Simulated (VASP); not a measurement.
A run of VASP 6.6.1 is set up as follows.

Contents of INCAR:

```
PREC = Accurate ; ENCUT = 520
EDIFF = 1E-6 ; ISMEAR = -1
SIGMA = 0.05 ; LREAL = False
LASPH = True ; NELM = 150
ALGO = Normal ; ISIF = 2
LWAVE = False ; LCHARG = False
MAGMOM = 0 0 0 ; LORBIT = 11
LSORBIT = True ; GGA_COMPAT = False
LORBMOM = True ; LMAXMIX = 4
GGA = PS ; NBANDS = 21
```

The input KPOINTS:

```
regular mesh
0
Gamma
  7 7 7
```

File POSCAR:

```
Hf
1.0
    0.0000000000      2.2200000000      2.2200000000
    2.2200000000      0.0000000000      2.2200000000
    2.2200000000      2.2200000000      0.0000000000
Hf
1
Direct
    0.0000000000      0.0000000000      0.0000000000
```

Potentials or basis: VASP PAW PBE potentials, release 64 (Hf_pv).

Command:

```sh
$ cat potpaw_PBE.64/Hf_pv/POTCAR > POTCAR
$ mpirun -np 1 vasp_ncl > vasp.out
```

(1) Predict the net moment.

(2) Estimate the pressure.

Answers

(1) 0.00 μB per cell.

(2) -2.1 GPa.

Caveat: the PAW data sets were made with another functional, which shifts forces and pressure a little.
